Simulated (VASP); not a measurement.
# BN (P4_2/mnm) in VASP: a series of runs

The runs below take BN through single point, with PBEsol.

Everything below comes from runs of VASP 6.6.1. Logs are shortened: lines on timing, memory, paths and dates and some standing lists are left out, and cuts for length are marked.

### 1 The cell of the first run

The structure is tetragonal, space group P4_2/mnm (No. 136). The conventional cell has a = 4.365 Å, b = 4.365 Å, c = 2.462 Å, α = 90.00°, β = 90.00°, γ = 90.00°. Within 2.0 Å of B (site symmetry m2m) lie 4 N at 1.50 to 1.58 Å. Within 2.0 Å of N (site symmetry m2m) lie 4 B at 1.50 to 1.58 Å.

### 2 Single point, PBEsol

INCAR

```
SYSTEM = BN
PREC = Accurate
ENCUT = 520
EDIFF = 1E-6
ISMEAR = 0
SIGMA = 0.05
LREAL = .FALSE.
LASPH = .TRUE.
NELM = 60
ALGO = Normal
ISIF = 2
LWAVE = .FALSE.
LCHARG = .FALSE.
GGA = PS
NBANDS = 26
```

KPOINTS

```
Automatic mesh
0
G
  6 6 10
  0 0 0
```

POSCAR

```
BN
1.0
    4.3652000000      0.0000000000      0.0000000000
    0.0000000000      4.3652000000      0.0000000000
    0.0000000000      0.0000000000      2.4619000000
B N
4 4
Direct
    0.1741337327      0.8258662673      0.5000000000
    0.3258662673      0.3258662673      0.0000000000
    0.6741337327      0.6741337327      0.0000000000
    0.8258662673      0.1741337327      0.5000000000
    0.8123909516      0.8123909516      0.5000000000
    0.3123909516      0.6876090484      0.0000000000
    0.6876090484      0.3123909516      0.0000000000
    0.1876090484      0.1876090484      0.5000000000
```

Potentials or basis: VASP PAW PBE potentials, release 64 (B, N).

Command:

```
$ cat potpaw_PBE.64/B/POTCAR potpaw_PBE.64/N/POTCAR > POTCAR
$ mpirun -np 1 vasp_std > vasp.out
```

OUTCAR:

```text
SYSTEM = BN
   PREC = Accurate
   ENCUT = 520
   EDIFF = 1E-6
   ISMEAR = 0
   LREAL = .FALSE.
   LASPH = .TRUE.
   NELM = 60
   ISIF = 2
   GGA = PS

 ion  position               nearest neighbor table
   1  0.174  0.826  0.500-   6 1.50   6 1.50   8 1.58   5 1.58   4 2.15
   2  0.326  0.326  0.000-   8 1.50   8 1.50   6 1.58   7 1.58   3 2.15
   3  0.674  0.674  0.000-   5 1.50   5 1.50   7 1.58   6 1.58   2 2.15
   4  0.826  0.174  0.500-   7 1.50   7 1.50   8 1.58   5 1.58   1 2.15
   5  0.812  0.812  0.500-   3 1.50   3 1.50   4 1.58   1 1.58
   6  0.312  0.688  0.000-   1 1.50   1 1.50   3 1.58   2 1.58
   7  0.688  0.312  0.000-   4 1.50   4 1.50   2 1.58   3 1.58
   8  0.188  0.188  0.500-   2 1.50   2 1.50   4 1.58   1 1.58

  LATTYP: Found a simple tetragonal cell.
 ALAT       =     4.3652000000
 C/A-ratio  =     0.5639833226

  Lattice vectors:

 A1 = (   4.3652000000,   0.0000000000,   0.0000000000)
 A2 = (   0.0000000000,   4.3652000000,   0.0000000000)
 A3 = (   0.0000000000,   0.0000000000,   2.4619000000)

Analysis of symmetry for initial positions (statically):
=====================================================================
 Subroutine PRICEL returns:
 Original cell was already a primitive cell.

 Routine SETGRP: Setting up the symmetry group for a
 simple tetragonal supercell.

 Subroutine GETGRP returns: Found 16 space group operations
 (whereof  8 operations were pure point group operations)
 out of a pool of 16 trial point group operations.

The static configuration has the point symmetry D_2h.
 The point group associated with its full space group is D_4h.

Analysis of symmetry for dynamics (positions and initial velocities):
=====================================================================
 Subroutine PRICEL returns:
 Original cell was already a primitive cell.

 Routine SETGRP: Setting up the symmetry group for a
 simple tetragonal supercell.

 Subroutine GETGRP returns: Found 16 space group operations
 (whereof  8 operations were pure point group operations)
 out of a pool of 16 trial point group operations.

The dynamic configuration has the point symmetry D_2h.
 The point group associated with its full space group is D_4h.

 Subroutine INISYM returns: Found 16 space group operations
 (whereof  8 operations are pure point group operations),
 and found     1 'primitive' translations

----------------------------------------------------------------------------------------

                                     Primitive cell

  volume of cell :      46.9114

  direct lattice vectors                    reciprocal lattice vectors
     4.365200000  0.000000000  0.000000000     0.229084578  0.000000000  0.000000000
     0.000000000  4.365200000  0.000000000     0.000000000  0.229084578  0.000000000
     0.000000000  0.000000000  2.461900000     0.000000000  0.000000000  0.406190341

  length of vectors
     4.365200000  4.365200000  2.461900000     0.229084578  0.229084578  0.406190341

  position of ions in fractional coordinates (direct lattice)
     0.174133733  0.825866267  0.500000000
     0.325866267  0.325866267  0.000000000
     0.674133733  0.674133733  0.000000000
     0.825866267  0.174133733  0.500000000
     0.812390952  0.812390952  0.500000000
     0.312390952  0.687609048  0.000000000
     0.687609048  0.312390952  0.000000000
     0.187609048  0.187609048  0.500000000

  ion indices of the primitive-cell ions
   primitive index   ion index
                 1           1
                 2           2
                 3           3
                 4           4
                 5           5
                 6           6
                 7           7
                 8           8

----------------------------------------------------------------------------------------

 KPOINTS: Automatic mesh

Automatic generation of k-mesh.
 Grid dimensions read from file:
 generate k-points for:    6    6   10

 Generating k-lattice:

  Cartesian coordinates                     Fractional coordinates (reciprocal lattice)
     0.038180763  0.000000000  0.000000000     0.166666667  0.000000000  0.000000000
     0.000000000  0.038180763  0.000000000     0.000000000  0.166666667  0.000000000
     0.000000000  0.000000000  0.040619034     0.000000000  0.000000000  0.100000000

  Length of vectors
     0.038180763  0.038180763  0.040619034

  Shift w.r.t. Gamma in fractional coordinates (k-lattice)
     0.000000000  0.000000000  0.000000000

 Subroutine IBZKPT returns following result:
 ===========================================

 Found     60 irreducible k-points:

 Following reciprocal coordinates:
            Coordinates               Weight
  0.000000  0.000000  0.000000      1.000000
  0.166667  0.000000  0.000000      4.000000
  0.333333  0.000000  0.000000      4.000000
  0.500000  0.000000  0.000000      2.000000
  0.166667  0.166667  0.000000      4.000000
  0.333333  0.166667  0.000000      8.000000
[... 16 lines left out ...]
  0.333333  0.000000  0.200000      8.000000
  0.500000  0.000000  0.200000      4.000000
 [... further k-points ...]
   k-points           NKPTS =     60   k-points in BZ     NKDIM =     60   number of bands    NBANDS=     26
   number of dos      NEDOS =    301   number of ions     NIONS =      8
   total plane-waves  NPLWV =  18432
   dimension x,y,z NGX =    32 NGY =   32 NGZ =   18
   dimension x,y,z NGXF=    64 NGYF=   64 NGZF=   36
   ions per type =               4   4
   NGX,Y,Z   is equivalent  to a cutoff of  12.19, 12.19, 12.15 a.u.
   NGXF,Y,Z  is equivalent  to a cutoff of  24.37, 24.37, 24.31 a.u.
 SYSTEM =  BN
   PREC   = accura    normal or accurate (medium, high low for compatibility)
   ISTART =      0    job   : 0-new  1-cont  2-samecut
   ICHARG =      2    charge: 1-file 2-atom 10-const
   ISPIN  =      1    spin polarized calculation?
   LNONCOLLINEAR =      F non collinear calculations
   LSORBIT =      F    spin-orbit coupling
   LASPH  =      T    aspherical Exc in radial PAW
   ENCUT  =  520.0 eV  38.22 Ry    6.18 a.u.   8.12  8.12  4.58*2*pi/ulx,y,z
   NELM   =     60;   NELMIN=  2; NELMDL= -5     # of ELM steps
   EDIFF  = 0.1E-05   stopping-criterion for ELM
   LREAL  =      F    real-space projection
   EDIFFG = 0.1E-04   stopping-criterion for IOM
   NSW    =      0    number of steps for IOM
   IBRION =     -1    ionic relax: 0-MD 1-quasi-New 2-CG
   NFREE  =      0    steps in history (QN), initial steepest desc. (CG)
   ISIF   =      2    stress and relaxation
   ISYM   =      2    0-nonsym 1-usesym 2-fastsym
   POTIM  = 0.5000    time-step for ionic-motion
   TEBEG  =    0.0;   TEEND  =   0.0 temperature during run
   PSTRESS=    0.0 pullay stress
   NELECT =      32.0000    total number of electrons
   NUPDOWN=      -1.0000    fix difference up-down
   EMIN   =  10.00;   EMAX   =-10.00  energy-range for DOS
   EFERMI =   0.00;   METHOD = LEGACY
   ISMEAR =     0;   SIGMA  =   0.05  broadening in eV -4-tet -1-fermi 0-gaus
   EFERMI_NEDOS =   21; number of points for ismear=-14 and -15
   IALGO  =     38    algorithm
   IMIX   =      4    mixing-type and parameters
     AMIX     =   0.40;   BMIX     =  1.00
     AMIX_MAG =   1.60;   BMIX_MAG =  1.00
  volume/ion in A,a.u.               =       5.86        39.57
  Fermi-wavevector in a.u.,A,eV,Ry     =   1.441115  2.723312 28.256742  2.076812
  Thomas-Fermi vector in A             =   2.559783
   LORBIT       =      0    0 simple, 1 ext, 2 COOP (PROOUT), +10 PAW based schemes
   GGA     = PS    functional components
   LHFCALC =     F    Hartree Fock is set to
   AEXX    =    0.0000 exact exchange contribution
   IVDW    =     0    specifies the selected vdW correction
   LEPSILON=     F    determine dielectric tensor
   LRPA    =     F    only Hartree local field effects (RPA)
 non-spin polarized calculation
 Gauss-broadening in eV      SIGMA  =   0.05
  energy-cutoff  :      520.00
  volume of cell :       46.91
 maximum number of plane-waves:      1296
   NGX = 17   NGY = 17   NGZ =  9

 number of electron      32.0000008 magnetization

 Free energy of the ion-electron system (eV)
  ---------------------------------------------------
  ext. energy  EPLUGINS =         0.00000000
  ---------------------------------------------------
  free energy    TOTEN  =       -72.28914110 eV

  energy without entropy =      -72.28914110  energy(sigma->0) =      -72.28914110

 E-fermi :   7.7418     XC(G=0): -12.9465

 val. band max:        7.4338507335   @ k =   0.0000   0.0000   0.0000
 cond. band min:      12.0190349448   @ k =   0.0000   0.0000   0.3000
 fundamental gap:      4.5851842113
 Fermi energy:         7.7418244672

 k-point     1 :       0.0000    0.0000    0.0000
  band No.  band energies     occupation
      1     -13.2005      2.00000
      2      -9.0083      2.00000
      3      -9.0083      2.00000
      4      -8.7199      2.00000
      5      -2.8286      2.00000
      6      -2.3362      2.00000
[... 18 lines left out ...]
     25      18.8641      0.00000
     26      21.0290      0.00000

 k-point     2 :       0.1667    0.0000    0.0000
  band No.  band energies     occupation
      1     -13.0514      2.00000
      2      -9.8877      2.00000
      3      -8.9114      2.00000
      4      -8.1896      2.00000
      5      -3.0502      2.00000
      6      -1.8550      2.00000
[... 18 lines left out ...]
     25      19.1968      0.00000
     26      20.5960      0.00000

 k-point     3 :       0.3333    0.0000    0.0000
  band No.  band energies     occupation
      1     -12.6100      2.00000
      2     -10.9560      2.00000
      3      -8.6446      2.00000
      4      -8.0518      2.00000
      5      -3.1887      2.00000
      6      -1.9873      2.00000
[... 572 lines left out ...]
 k-point    23 :       0.3333    0.0000    0.2000
  band No.  band energies     occupation
      1     -11.9437      2.00000
      2     -10.3474      2.00000
      3      -8.1566      2.00000
      4      -7.6692      2.00000
      5      -2.6446      2.00000
      6      -1.5009      2.00000
[... 18 lines left out ...]
     25      20.0559      0.00000
     26      21.2226      0.00000

 k-point    24 :       0.5000    0.0000    0.2000
  band No.  band energies     occupation
      1     -11.2517      2.00000
      2     -11.2517      2.00000
      3      -7.8605      2.00000
      4      -7.8605      2.00000
      5      -2.2608      2.00000
      6      -2.2608      2.00000
[... 18 lines left out ...]
     25      20.1391      0.00000
     26      20.1391      0.00000

 [... further k-points ...]
[... 5 lines left out ...]
  --------------------------------------------------------------------------------------
  -------------------------------------------------------------------------------------
  Total        3.4329734      3.4329734     10.6599572     -0.0000000      0.0000000      0.0000000
  in kB      117.2471570    117.2471570    364.0720521     -0.0000000      0.0000000      0.0000000
  external PRESSURE =     199.5221220 kB  Pullay stress =       0.0000000 kB

 VOLUME and BASIS-vectors are now :
 -----------------------------------------------------------------------------
  energy-cutoff  :      520.00
  volume of cell :       46.91
      direct lattice vectors                 reciprocal lattice vectors
     4.365200000  0.000000000  0.000000000     0.229084578  0.000000000  0.000000000
     0.000000000  4.365200000  0.000000000     0.000000000  0.229084578  0.000000000
     0.000000000  0.000000000  2.461900000     0.000000000  0.000000000  0.406190341

 POSITION                                       TOTAL-FORCE (eV/Angst)
 -----------------------------------------------------------------------------------
      0.76013      3.60507      1.23095        -0.123937      0.123937     -0.000000
      1.42247      1.42247      0.00000         0.123937      0.123937     -0.000000
      2.94273      2.94273      0.00000        -0.123937     -0.123937      0.000000
      3.60507      0.76013      1.23095         0.123937     -0.123937      0.000000
      3.54625      3.54625      1.23095         0.139270      0.139270      0.000000
      1.36365      3.00155      0.00000         0.139270     -0.139270     -0.000000
      3.00155      1.36365      0.00000        -0.139270      0.139270      0.000000
      0.81895      0.81895      1.23095        -0.139270     -0.139270     -0.000000
 -----------------------------------------------------------------------------------
    total drift:                                0.000000     -0.000000     -0.000000

  FREE ENERGIE OF THE ION-ELECTRON SYSTEM (eV)
  ---------------------------------------------------
  free  energy   TOTEN  =       -72.2891410977 eV

  energy  without entropy=      -72.2891410977  energy(sigma->0) =      -72.28914110
```

Wall time 58 s (1 thread of Intel Xeon 8259CL, shared host); peak memory 0.18 GiB.

Results:

| Property | Result |
| --- | --- |
| Free energy | -72.2891 eV |
| Pressure | 20.0 GPa |
| Largest force | 0.197 eV/Å |
| Band gap on the k mesh | 4.59 eV (least direct gap 5.79 eV) |

Forces on the atoms (eV/Å):
```
B   -0.124  0.124  0.000
B    0.124  0.124  0.000
B   -0.124 -0.124  0.000
B    0.124 -0.124  0.000
N    0.139  0.139  0.000
N    0.139 -0.139  0.000
N   -0.139  0.139  0.000
N   -0.139 -0.139  0.000
```

Stress tensor (GPa, compression positive):
```
11.72  0.00  0.00
 0.00 11.72  0.00
 0.00  0.00 36.41
```

Caveat: the stress differs along the axes, from 12 to 36 GPa; the PAW data sets were made with another functional, which shifts forces and pressure a little. A k mesh can miss the band edges.

### 3 Single point, PBEsol

This run uses another cell than the first one, of 5.92 Å³/atom.

INCAR

```
  ALGO = Normal
  EDIFF = 1E-6
  ENCUT = 520
  GGA = PS
  ISIF = 2
  ISMEAR = 0
  LASPH = True
  LCHARG = False
  LREAL = False
  LWAVE = False
  NBANDS = 26
  NELM = 60
  PREC = Accurate
  SIGMA = 0.05
```

KPOINTS

```
k-points
0
Gamma
  6 6 10
```

Edit POSCAR of step 2 so:

```diff
@@ -2,5 +2,5 @@
 1.0
-    4.3652000000      0.0000000000      0.0000000000
-    0.0000000000      4.3652000000      0.0000000000
-    0.0000000000      0.0000000000      2.4619000000
+    4.5302000000      0.0000000000      0.0000000000
+    0.0000000000      4.5302000000      0.0000000000
+    0.0000000000      0.0000000000      2.3096000000
 B N
```

Potentials or basis: VASP PAW PBE potentials, release 64 (B, N).

Command:

```
$ cat potpaw_PBE.64/B/POTCAR potpaw_PBE.64/N/POTCAR > POTCAR
$ mpirun -np 1 vasp_std > vasp.out
```

Wall time 73 s (1 thread of Intel Xeon 8259CL, shared host); peak memory 0.19 GiB.

The run converged. Its results:

```
Free energy            : -70.8668 eV
Pressure               : 24.6 GPa
Largest force          : 1.261 eV/Å
Band gap on the k mesh : 4.04 eV (least direct gap 5.52 eV)
```

Forces in eV/Å, atoms in the order of the input:
```
B   -0.456  0.456  0.000
B    0.456  0.456  0.000
B   -0.456 -0.456  0.000
B    0.456 -0.456  0.000
N    0.891  0.891  0.000
N    0.891 -0.891  0.000
N   -0.891  0.891  0.000
N   -0.891 -0.891  0.000
```

Stress tensor (GPa, compression positive):
```
-17.70   0.00   0.00
  0.00 -17.70   0.00
  0.00   0.00 109.16
```

Levels at points of the mesh, in eV from the valence-band top:
```csv
k point,band 14,band 15,band 16,band 17,band 18,band 19
"(0.00, 0.00, 0.00)",-0.81,-0.30,0.00,6.38,6.38,7.24
"(0.50, 0.00, 0.00)",-1.90,-0.80,-0.80,6.39,6.39,8.19
"(0.50, 0.50, 0.00)",-2.03,-1.60,-1.60,6.52,6.52,9.64
"(0.00, 0.00, 0.50)",-4.78,-3.55,-3.55,5.85,5.85,9.43
"(0.50, 0.00, 0.50)",-3.66,-3.01,-3.01,6.29,6.29,8.05
"(0.50, 0.50, 0.50)",-3.04,-3.04,-3.04,5.77,5.77,6.11
```

Caveat: the stress differs along the axes, from -18 to 109 GPa; the PAW data sets were made with another functional, which shifts forces and pressure a little.
